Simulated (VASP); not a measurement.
# KCl (I4/mmm) in VASP: further runs

Runs on KCl. Level: r2SCAN. Tasks: single point.

Program: VASP 6.6.1. These are calculated values, not measurements. Logs are shortened: lines on timing, memory, paths and dates and some standing lists are left out, and cuts for length are marked.

### Step 1. The cell of the first run

It takes space group I4/mmm (No. 139, tetragonal). The conventional cell has a = 5.010 Å, b = 5.010 Å, c = 5.009 Å, α = 90.00°, β = 90.00°, γ = 90.00°. Within 3.3 Å of K (site symmetry 4/mmm) lie 2 Cl at 2.50 Å. Within 3.3 Å of Cl (site symmetry 4/mmm) lie 2 K at 2.50 Å.

### Step 2. Single point, r2SCAN

File POSCAR:

```
KCl
1.0
    0.0000000000      3.5427808131      2.5047460348
    3.5427808131      0.0000000000      2.5047460348
    3.5427808131      3.5427808131      0.0000000000
K Cl
1 1
Direct
    0.0000000000      0.0000000000      0.0000000000
    0.5000000000      0.5000000000      0.5000000000
```

File INCAR.step1:

```
SYSTEM = KCl
PREC = Accurate
ENCUT = 520
ISMEAR = 0
SIGMA = 0.05
LREAL = .False.
LASPH = .True.
NELM = 60
NBANDS = 15
GGA = PE
ALGO = Normal
EDIFF = 1E-4
LWAVE = .True.
LCHARG = .False.
```

File INCAR.step2:

```
SYSTEM = KCl
PREC = Accurate
ENCUT = 520
EDIFF = 1E-7
ISMEAR = 0
SIGMA = 0.05
LREAL = .False.
LASPH = .True.
NELM = 60
ALGO = Normal
ISIF = 2
LWAVE = .False.
LCHARG = .True.
METAGGA = R2SCAN
LMIXTAU = .True.
LELF = .True.
LVHAR = .True.
NBANDS = 15
ISTART = 1
```

File KPOINTS:

```
Automatic mesh
0
Gamma
  8 8 8
  0 0 0
```

Potentials or basis: VASP PAW PBE potentials, release 64 (K_sv, Cl).

Command:

```console
$ cat potpaw_PBE.64/K_sv/POTCAR potpaw_PBE.64/Cl/POTCAR > POTCAR
$ cp INCAR.step1 INCAR
$ mpirun -np 1 vasp_std > vasp.out
$ cp INCAR.step2 INCAR
$ mpirun -np 1 vasp_std > vasp.out
```

OUTCAR:

```text
SYSTEM = KCl
   PREC = Accurate
   ENCUT = 520
   EDIFF = 1E-7
   ISMEAR = 0
   LREAL = .False.
   LASPH = .True.
   NELM = 60
   ISIF = 2
   METAGGA = R2SCAN
   ISTART = 1

 ion  position               nearest neighbor table
   1  0.000  0.000  0.000-   2 2.50   2 2.50
   2  0.500  0.500  0.500-   1 2.50   1 2.50

  LATTYP: Found a body centered tetragonal cell.
 ALAT       =     5.0102486744
 C/A-ratio  =     0.9998489886

  Lattice vectors:

 A1 = (   0.0000000000,  -3.5427808131,  -2.5047460348)
 A2 = (   0.0000000000,   3.5427808131,  -2.5047460348)
 A3 = (   3.5427808131,   0.0000000000,   2.5047460348)

Analysis of symmetry for initial positions (statically):
=====================================================================
 Subroutine PRICEL returns:
 Original cell was already a primitive cell.

 Routine SETGRP: Setting up the symmetry group for a
 body centered tetragonal supercell.

 Subroutine GETGRP returns: Found 16 space group operations
 (whereof 16 operations were pure point group operations)
 out of a pool of 16 trial point group operations.

The static configuration has the point symmetry D_4h.

Analysis of symmetry for dynamics (positions and initial velocities):
=====================================================================
 Subroutine PRICEL returns:
 Original cell was already a primitive cell.

 Routine SETGRP: Setting up the symmetry group for a
 body centered tetragonal supercell.

 Subroutine GETGRP returns: Found 16 space group operations
 (whereof 16 operations were pure point group operations)
 out of a pool of 16 trial point group operations.

The dynamic configuration has the point symmetry D_4h.

 Subroutine INISYM returns: Found 16 space group operations
 (whereof 16 operations are pure point group operations),
 and found     1 'primitive' translations

----------------------------------------------------------------------------------------

                                     Primitive cell

  volume of cell :      62.8756

  direct lattice vectors                    reciprocal lattice vectors
     0.000000000  3.542780813  2.504746035    -0.141132073  0.141132073  0.199621037
     3.542780813  0.000000000  2.504746035     0.141132073 -0.141132073  0.199621037
     3.542780813  3.542780813  0.000000000     0.141132073  0.141132073 -0.199621037

  length of vectors
     4.338784229  4.338784229  5.010248674     0.282285462  0.282285462  0.282285462

  position of ions in fractional coordinates (direct lattice)
     0.000000000  0.000000000  0.000000000
     0.500000000  0.500000000  0.500000000

  ion indices of the primitive-cell ions
   primitive index   ion index
                 1           1
                 2           2

----------------------------------------------------------------------------------------

 KPOINTS: Automatic mesh

Automatic generation of k-mesh.
 Grid dimensions read from file:
 generate k-points for:    8    8    8

 Generating k-lattice:

  Cartesian coordinates                     Fractional coordinates (reciprocal lattice)
    -0.017641509  0.017641509  0.024952630     0.125000000 -0.000000000  0.000000000
     0.017641509 -0.017641509  0.024952630    -0.000000000  0.125000000  0.000000000
     0.017641509  0.017641509 -0.024952630     0.000000000  0.000000000  0.125000000

  Length of vectors
     0.035285683  0.035285683  0.035285683

  Shift w.r.t. Gamma in fractional coordinates (k-lattice)
     0.000000000  0.000000000  0.000000000

 Subroutine IBZKPT returns following result:
 ===========================================

 Found     59 irreducible k-points:

 Following reciprocal coordinates:
            Coordinates               Weight
  0.000000  0.000000  0.000000      1.000000
  0.125000  0.000000  0.000000      8.000000
  0.250000  0.000000  0.000000      8.000000
  0.375000  0.000000  0.000000      8.000000
  0.500000  0.000000  0.000000      4.000000
  0.125000  0.125000  0.000000      2.000000
[... 16 lines left out ...]
  0.250000  0.000000  0.125000     16.000000
  0.375000 -0.000000  0.125000     16.000000
 [... further k-points ...]
   k-points           NKPTS =     59   k-points in BZ     NKDIM =     59   number of bands    NBANDS=     15
   number of dos      NEDOS =    301   number of ions     NIONS =      2
   total plane-waves  NPLWV =  40960
   dimension x,y,z NGX =    32 NGY =   32 NGZ =   40
   dimension x,y,z NGXF=    64 NGYF=   64 NGZF=   80
   ions per type =               1   1
   NGX,Y,Z   is equivalent  to a cutoff of  12.26, 12.26, 13.27 a.u.
   NGXF,Y,Z  is equivalent  to a cutoff of  24.52, 24.52, 26.54 a.u.
 SYSTEM =  KCl
   PREC   = accura    normal or accurate (medium, high low for compatibility)
   ISTART =      1    job   : 0-new  1-cont  2-samecut
   ICHARG =      0    charge: 1-file 2-atom 10-const
   ISPIN  =      1    spin polarized calculation?
   LNONCOLLINEAR =      F non collinear calculations
   LSORBIT =      F    spin-orbit coupling
   LASPH  =      T    aspherical Exc in radial PAW
   ENCUT  =  520.0 eV  38.22 Ry    6.18 a.u.   8.07  8.07  9.32*2*pi/ulx,y,z
   NELM   =     60;   NELMIN=  2; NELMDL=  0     # of ELM steps
   EDIFF  = 0.1E-06   stopping-criterion for ELM
   LREAL  =      F    real-space projection
   EDIFFG = 0.1E-05   stopping-criterion for IOM
   NSW    =      0    number of steps for IOM
   IBRION =     -1    ionic relax: 0-MD 1-quasi-New 2-CG
   NFREE  =      0    steps in history (QN), initial steepest desc. (CG)
   ISIF   =      2    stress and relaxation
   ISYM   =      2    0-nonsym 1-usesym 2-fastsym
   POTIM  = 0.5000    time-step for ionic-motion
   TEBEG  =    0.0;   TEEND  =   0.0 temperature during run
   PSTRESS=    0.0 pullay stress
   NELECT =      16.0000    total number of electrons
   NUPDOWN=      -1.0000    fix difference up-down
   EMIN   =  10.00;   EMAX   =-10.00  energy-range for DOS
   EFERMI =   0.00;   METHOD = LEGACY
   ISMEAR =     0;   SIGMA  =   0.05  broadening in eV -4-tet -1-fermi 0-gaus
   EFERMI_NEDOS =   21; number of points for ismear=-14 and -15
   IALGO  =     38    algorithm
   IMIX   =      4    mixing-type and parameters
     AMIX     =   0.40;   BMIX     =  1.00
     AMIX_MAG =   1.60;   BMIX_MAG =  1.00
  volume/ion in A,a.u.               =      31.44       212.15
  Fermi-wavevector in a.u.,A,eV,Ry     =   1.037419  1.960437 14.643101  1.076238
  Thomas-Fermi vector in A             =   2.171856
   LORBIT       =      0    0 simple, 1 ext, 2 COOP (PROOUT), +10 PAW based schemes
   METAGGA = R2SCAN    functional components
   LHFCALC =     F    Hartree Fock is set to
   AEXX    =    0.0000 exact exchange contribution
   IVDW    =     0    specifies the selected vdW correction
   LEPSILON=     F    determine dielectric tensor
   LRPA    =     F    only Hartree local field effects (RPA)
 non-spin polarized calculation
 Gauss-broadening in eV      SIGMA  =   0.05
  energy-cutoff  :      520.00
  volume of cell :       62.88
 maximum number of plane-waves:      1724
   NGX = 17   NGY = 17   NGZ = 19

 number of electron      15.9999999 magnetization

 Free energy of the ion-electron system (eV)
  ---------------------------------------------------
  ext. energy  EPLUGINS =         0.00000000
  ---------------------------------------------------
  free energy    TOTEN  =       -15.35332999 eV

  energy without entropy =      -15.35332999  energy(sigma->0) =      -15.35332999

 E-fermi :  -1.2367     XC(G=0):  -7.7352

 val. band max:       -1.4503745987   @ k =   0.0000   0.0000   0.0000
 cond. band min:       2.9946407047   @ k =   0.0000   0.0000   0.0000
 fundamental gap:      4.4450153034
 Fermi energy:        -1.2366757954

 k-point     1 :       0.0000    0.0000    0.0000
  band No.  band energies     occupation
      1     -30.2648      2.00000
      2     -15.0788      2.00000
      3     -13.3489      2.00000
      4     -12.9902      2.00000
      5     -12.9902      2.00000
      6      -2.4179      2.00000
      7      -2.4179      2.00000
      8      -1.4504      2.00000
      9       2.9946      0.00000
     10       6.3817      0.00000
     11       6.3817      0.00000
     12       6.7612      0.00000
     13       8.5966      0.00000
     14       9.8863      0.00000
     15      11.8383      0.00000

 k-point     2 :       0.1250    0.0000    0.0000
  band No.  band energies     occupation
      1     -30.2622      2.00000
      2     -15.2541      2.00000
      3     -13.1013      2.00000
      4     -12.9965      2.00000
      5     -12.9884      2.00000
      6      -2.5325      2.00000
      7      -2.4831      2.00000
      8      -1.7233      2.00000
      9       3.3133      0.00000
     10       6.5431      0.00000
     11       6.6511      0.00000
     12       6.9699      0.00000
     13       8.3337      0.00000
     14      10.3294      0.00000
     15      11.9325      0.00000

 k-point     3 :       0.2500    0.0000    0.0000
  band No.  band energies     occupation
      1     -30.2559      2.00000
      2     -15.5662      2.00000
      3     -13.0184      2.00000
      4     -13.0118      2.00000
      5     -12.5677      2.00000
      6      -2.8280      2.00000
      7      -2.6322      2.00000
      8      -2.2974      2.00000
      9       4.1235      0.00000
     10       6.7828      0.00000
     11       7.3109      0.00000
     12       7.6300      0.00000
     13       8.2670      0.00000
     14      10.9005      0.00000
     15      11.5542      0.00000

 k-point     4 :       0.3750    0.0000    0.0000
  band No.  band energies     occupation
      1     -30.2495      2.00000
      2     -15.8018      2.00000
      3     -13.0326      2.00000
      4     -13.0270      2.00000
      5     -12.1045      2.00000
      6      -3.2279      2.00000
      7      -2.7710      2.00000
      8      -2.7081      2.00000
      9       5.1130      0.00000
     10       6.7312      0.00000
     11       8.1455      0.00000
     12       8.5683      0.00000
     13       8.8583      0.00000
     14      10.1841      0.00000
     15      11.2717      0.00000
[... 307 lines left out ...]
 k-point    22 :       0.1250    0.0000    0.1250
  band No.  band energies     occupation
      1     -30.2631      2.00000
      2     -15.0751      2.00000
      3     -13.3570      2.00000
      4     -13.0020      2.00000
      5     -12.9898      2.00000
      6      -2.5861      2.00000
      7      -2.4244      2.00000
      8      -1.4726      2.00000
      9       3.4120      0.00000
     10       6.1774      0.00000
     11       6.6821      0.00000
     12       7.0033      0.00000
     13       8.8134      0.00000
     14       9.9232      0.00000
     15      12.0431      0.00000

 k-point    23 :       0.2500    0.0000    0.1250
  band No.  band energies     occupation
      1     -30.2593      2.00000
      2     -15.2479      2.00000
      3     -13.1270      2.00000
      4     -13.0071      2.00000
      5     -12.9871      2.00000
      6      -2.7754      2.00000
      7      -2.5060      2.00000
      8      -1.7512      2.00000
      9       4.0308      0.00000
     10       6.2149      0.00000
     11       7.1494      0.00000
     12       7.4347      0.00000
     13       8.8294      0.00000
     14      10.3806      0.00000
     15      11.0501      0.00000

 k-point    24 :       0.3750   -0.0000    0.1250
  band No.  band energies     occupation
      1     -30.2529      2.00000
      2     -15.5601      2.00000
      3     -13.0508      2.00000
      4     -13.0140      2.00000
      5     -12.5696      2.00000
      6      -3.0024      2.00000
      7      -2.6804      2.00000
      8      -2.3194      2.00000
      9       4.9331      0.00000
     10       6.5555      0.00000
     11       7.7608      0.00000
     12       8.1544      0.00000
     13       8.9383      0.00000
     14      10.0626      0.00000
     15      11.2819      0.00000

 [... further k-points ...]

------------------------ aborting loop because EDIFF is reached ----------------------------------------

  FORCE on cell =-STRESS in cart. coord.  units (eV):
  Direction    XX          YY          ZZ          XY          YZ          ZX
  --------------------------------------------------------------------------------------
  -------------------------------------------------------------------------------------
  Total       -0.7723221     -0.7723221     12.8978666      0.0000000      0.0000000      0.0000000
  in kB      -19.6800760    -19.6800760    328.6595097      0.0000000      0.0000000      0.0000000
  external PRESSURE =      96.4331192 kB  Pullay stress =       0.0000000 kB

 VOLUME and BASIS-vectors are now :
 -----------------------------------------------------------------------------
  energy-cutoff  :      520.00
  volume of cell :       62.88
      direct lattice vectors                 reciprocal lattice vectors
     0.000000000  3.542780813  2.504746035    -0.141132073  0.141132073  0.199621037
     3.542780813  0.000000000  2.504746035     0.141132073 -0.141132073  0.199621037
     3.542780813  3.542780813  0.000000000     0.141132073  0.141132073 -0.199621037

 POSITION                                       TOTAL-FORCE (eV/Angst)
 -----------------------------------------------------------------------------------
      0.00000      0.00000      0.00000         0.000000      0.000000      0.000000
      3.54278      3.54278      2.50475        -0.000000     -0.000000      0.000000
 -----------------------------------------------------------------------------------
    total drift:                                0.000000     -0.000000      0.000000

  FREE ENERGIE OF THE ION-ELECTRON SYSTEM (eV)
  ---------------------------------------------------
  free  energy   TOTEN  =       -15.3533299945 eV

  energy  without entropy=      -15.3533299945  energy(sigma->0) =      -15.35332999
```

It took 3.5 min on 1 thread of Intel Xeon Platinum 8259CL at 2.50GHz (Skylake/Cascade Lake), shared host; peak memory 0.23 GiB.

What came out:

```yaml
Free_energy: -15.3533 eV
Pressure: 9.6 GPa
Band_gap_on_the_k_mesh: 4.45 eV, direct
```

Stress tensor (GPa, compression positive):
```
-1.97  0.00  0.00
 0.00 -1.97  0.00
 0.00  0.00 32.87
```

Caveat: the PAW data sets were made with another functional, which shifts forces and pressure a little.

### Step 3. Single point, r2SCAN

This run uses another cell than the first one, of the same volume but with other edges.

File POSCAR:

```
KCl
1.0
    0.0000000000      2.8119069948      3.9760364906
    2.8119069948      0.0000000000      3.9760364906
    2.8119069948      2.8119069948      0.0000000000
K Cl
1 1
Direct
    0.0000000000      0.0000000000      0.0000000000
    0.5000000000      0.5000000000      0.5000000000
```

Edit INCAR.step1 of step 2 so:

```diff
@@ -7,3 +7,3 @@
 LASPH = .True.
-NELM = 60
+NELM = 80
 NBANDS = 15
```

File INCAR.step2:

```
SYSTEM = KCl
PREC = Accurate
ENCUT = 520
EDIFF = 1E-6
ISMEAR = 0
SIGMA = 0.05
LREAL = .False.
LASPH = .True.
NELM = 80
ALGO = Normal
ISIF = 2
LWAVE = .False.
LCHARG = .False.
METAGGA = R2SCAN
LMIXTAU = .True.
NBANDS = 15
ISTART = 1
```

KPOINTS is that of step 2.

Potentials or basis: VASP PAW PBE potentials, release 64 (K_sv, Cl).

Command:

```console
$ cat potpaw_PBE.64/K_sv/POTCAR potpaw_PBE.64/Cl/POTCAR > POTCAR
$ cp INCAR.step1 INCAR
$ mpirun -np 1 vasp_std > vasp.out
$ cp INCAR.step2 INCAR
$ mpirun -np 1 vasp_std > vasp.out
```

OUTCAR:

```text
SYSTEM = KCl
   PREC = Accurate
   ENCUT = 520
   EDIFF = 1E-6
   ISMEAR = 0
   LREAL = .False.
   LASPH = .True.
   NELM = 80
   ISIF = 2
   METAGGA = R2SCAN
   ISTART = 1

 ion  position               nearest neighbor table
   1  0.000  0.000  0.000-   2 2.81   2 2.81   2 2.81   2 2.81
   2  0.500  0.500  0.500-   1 2.81   1 2.81   1 2.81   1 2.81

  LATTYP: Found a body centered tetragonal cell.
 ALAT       =     3.9766370082
 C/A-ratio  =     1.9996979772

  Lattice vectors:

 A1 = (  -2.8119069948,   0.0000000000,   3.9760364906)
 A2 = (   2.8119069948,   0.0000000000,   3.9760364906)
[... 610 lines left out ...]
     12       9.1901      0.00000
     13       9.5646      0.00000
     14       9.7453      0.00000
     15      11.1328      0.00000

 [... further k-points ...]
[... 5 lines left out ...]
  --------------------------------------------------------------------------------------
  -------------------------------------------------------------------------------------
  Total        3.6236456      3.6236456     -0.7279866      0.0000000      0.0000000     -0.0000000
  in kB       92.3366335     92.3366335    -18.5503337      0.0000000      0.0000000     -0.0000000
  external PRESSURE =      55.3743111 kB  Pullay stress =       0.0000000 kB

 VOLUME and BASIS-vectors are now :
 -----------------------------------------------------------------------------
  energy-cutoff  :      520.00
  volume of cell :       62.88
      direct lattice vectors                 reciprocal lattice vectors
     0.000000000  2.811906995  3.976036491    -0.177815269  0.177815269  0.125753373
     2.811906995  0.000000000  3.976036491     0.177815269 -0.177815269  0.125753373
     2.811906995  2.811906995  0.000000000     0.177815269  0.177815269 -0.125753373

 POSITION                                       TOTAL-FORCE (eV/Angst)
 -----------------------------------------------------------------------------------
      0.00000      0.00000      0.00000        -0.000000      0.000000      0.000000
      2.81191      2.81191      3.97604         0.000000      0.000000     -0.000000
 -----------------------------------------------------------------------------------
    total drift:                                0.000000      0.000000      0.000000

  FREE ENERGIE OF THE ION-ELECTRON SYSTEM (eV)
  ---------------------------------------------------
  free  energy   TOTEN  =       -16.0133719138 eV

  energy  without entropy=      -16.0133719138  energy(sigma->0) =      -16.01337191
```

OSZICAR.step1:

```text
N       E                     dE             d eps       ncg     rms          rms(c)
DAV:   1     0.105399468891E+03    0.10540E+03   -0.70288E+03  1770   0.949E+02
DAV:   2    -0.456998282091E+00   -0.10586E+03   -0.96152E+02  2298   0.239E+02
DAV:   3    -0.650316378055E+01   -0.60462E+01   -0.60138E+01  2436   0.515E+01
DAV:   4    -0.674655163848E+01   -0.24339E+00   -0.24330E+00  2659   0.912E+00
DAV:   5    -0.674860717506E+01   -0.20555E-02   -0.20555E-02  2429   0.945E-01    0.540E+00
DAV:   6    -0.635517400684E+01    0.39343E+00   -0.55417E-01  2176   0.394E+00    0.417E+00
DAV:   7    -0.631852152463E+01    0.36652E-01   -0.18269E-01  2288   0.242E+00    0.219E+00
DAV:   8    -0.633150625370E+01   -0.12985E-01   -0.27518E-02  2168   0.124E+00    0.322E-01
DAV:   9    -0.633203815103E+01   -0.53190E-03   -0.72975E-04  2407   0.192E-01    0.162E-01
DAV:  10    -0.633333677144E+01   -0.12986E-02   -0.15102E-03  1840   0.254E-01    0.417E-02
DAV:  11    -0.633335169543E+01   -0.14924E-04   -0.34217E-05  1816   0.515E-02
   1 F= -.63333517E+01 E0= -.63333517E+01  d E =-.366024E-12
```

Wall time 3.4 min (1 thread of Intel Xeon Platinum 8259CL at 2.50GHz (Skylake/Cascade Lake), shared host); peak memory 0.23 GiB.

What came out:

```yaml
Free_energy: -16.0134 eV
Pressure: 5.5 GPa
Band_gap_on_the_k_mesh: 5.29 eV, direct
```

Levels at points of the mesh, in eV from the valence-band top:
```
           k point  band 5  band 6  band 7  band 8  band 9  band 10  band 11  band 12
(0.00, 0.00, 0.00)  -10.89   -0.38    0.00    0.00    5.29     7.72     9.91     9.91
(0.50, 0.00, 0.00)  -10.29   -1.38   -0.64   -0.58    7.80     8.63    11.56    11.60
(0.50, 0.50, 0.00)  -10.90   -0.98   -0.06   -0.06    7.15     8.80     9.57    10.76
(0.50, 0.00, 0.50)  -10.97   -0.55   -0.42   -0.41    7.00     9.19    10.10    10.87
```

Caveat: the PAW data sets were made with another functional, which shifts forces and pressure a little. A k mesh can miss the band edges.

[end of part 1 of 2]
